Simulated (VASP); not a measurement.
# Ti3Al: single point with PBE

The system is Ti3Al.

```
Ti Al
1.0
     2.92974    0.00000    0.00000
    -1.46487    2.53723    0.00000
     0.00000    0.00000    9.23153
Ti Al
3 1
Direct
  0.69481 0.46655 0.00000
  0.32445 0.62461 0.75046
  0.32445 0.62461 0.24954
  0.64827 0.24624 0.50000
```

This cell differs from its parent crystal: atoms displaced along several vibrational modes.

```yaml
Program: VASP 6.6.1
Task: single point
Functional: PBE
Potentials_or_basis: VASP PAW PBE potentials, release 64 (Ti_sv, Al)
Cutoff: 520 eV
k_mesh: 15 × 15 × 6
Occupations: gaussian, width 0.15 eV
Spin: no spin polarisation
Dipole_correction: no
Further_INCAR_settings: ALGO = Fast; EDIFF = 1e-06; NBANDS = 28
```

```json
{"Pressure": "-0.3 GPa", "Largest force": "0.526 eV/Å", "Band gap on the k mesh": "zero (an odd number of electrons rules out a gap without spin polarisation)"}
```

Forces on the atoms (eV/Å):
```
Ti   0.286 -0.441  0.000
Ti  -0.124  0.093 -0.041
Ti  -0.124  0.093  0.041
Al  -0.039  0.255  0.000
```

Stress tensor (GPa, compression positive):
```
 0.32 -0.70  0.00
-0.70 -1.95  0.00
 0.00  0.00  0.63
```

Levels at points of the mesh, in eV from the Fermi level:
```csv
k point,band 18,band 19,band 20,band 21,band 22,band 23
"(0.00, 0.00, 0.00)",0.39,0.53,0.88,1.01,1.12,1.14
"(0.00, 0.00, 0.50)",0.40,0.47,0.88,1.00,1.11,1.20
```

Run time: 22 min on 1 thread of Intel(R) Xeon(R) 6975P-C (Granite Rapids) (shared host), peak memory 0.76 GiB.

Caveat: the cell differs from its parent crystal (atoms displaced along several vibrational modes).
